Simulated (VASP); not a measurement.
The system is CuO (CsCl type).

```xyz
2
Lattice="2.8125 0.0000 0.0000 0.0000 2.8125 0.0000 0.0000 0.0000 2.8125" Properties=species:S:1:pos:R:3 pbc="T T T"
Cu    0.0000    0.0000    0.0000
O     1.4062    1.4062    1.4062
```

| Property | Result |
| --- | --- |
| Program | VASP 6.6.1 |
| Task | relaxation of cell and atoms |
| Functional | PBE |
| Potentials or basis | VASP PAW PBE potentials, release 64 (Cu, O) |
| Cutoff | 600 eV |
| k mesh | 12 × 12 × 12 |
| Occupations | fermi-dirac, width 0.08 eV |
| Spin | no spin polarisation |

At the start: pressure -20.7 GPa; volume 11.12 Å³/atom.

Question: How do energy, volume and symmetry change on relaxing?

Answer: Over 10 steps the energy falls by 154.4 meV/atom and the volume is 9.19 Å³/atom (-17.4 %); space group Pm-3m (No. 221, to 0.05 Å).

The path:
```csv
step,energy change (eV),largest force (eV/Å),pressure (GPa),volume (Å³)
1,0.0000,0.0000,-20.70,22.25
2,-0.3042,0.0000,3.82,17.93
3,-0.3088,0.0000,0.10,18.31
4,-0.3087,0.0000,-0.57,18.38
5,-0.3087,0.0000,-0.56,18.38
6,-0.3087,0.0000,-0.50,18.37
7,-0.3087,0.0000,-0.46,18.37
8,-0.3087,0.0000,-0.38,18.37
9,-0.3087,0.0000,-0.25,18.37
10,-0.3087,0.0000,0.05,18.37
```

Final structure:
```
Cu O
1.0
     2.63866    0.00000    0.00000
     0.00000    2.63866    0.00000
     0.00000    0.00000    2.63866
Cu O
1 1
Direct
  0.00000 0.00000 0.00000
  0.50000 0.50000 0.50000
```

Caveat: the volume moved by over 15 % at a fixed basis, so the end points are rough; an odd number of electrons without spin polarisation forces a metal; a magnetic or distorted state may lie lower.
